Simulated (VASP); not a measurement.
A run of VASP 6.6.1:

Contents of INCAR:

```
PREC = Accurate
ENCUT = 500
EDIFF = 1E-6
ISMEAR = 0
SIGMA = 0.15
LREAL = False
LASPH = True
NELM = 120
ALGO = Normal
ISIF = 2
LWAVE = False
LCHARG = False
GGA = RP
NBANDS = 10
GGA_COMPAT = False
```

The input KPOINTS:

```
Automatic mesh
0
Gamma
  3 3 3
```

File POSCAR:

```
I
1.0
    0.0000000000      2.3656004400      3.9098401300
    2.1922454700      0.0000000000      3.9098401300
    2.1922454700      2.3656004400      0.0000000000
I
1
Direct
    0.0000000000      0.0000000000      0.0000000000
```

Potentials or basis: VASP PAW PBE potentials, release 64 (I).

Command:

```sh
$ cat potpaw_PBE.64/I/POTCAR > POTCAR
$ mpirun -np 1 vasp_std > vasp.out
```

Hardware: 1 thread of Intel(R) Xeon(R) Platinum 8559C (Emerald Rapids), with other jobs on the host.

**Question.** Estimate the wall time of this run.

**Answer.** Run time: 3.7 s on 1 thread of Intel(R) Xeon(R) Platinum 8559C (Emerald Rapids), with other jobs on the host, peak memory 0.16 GiB. Counts: scf iterations 12, k points 8.
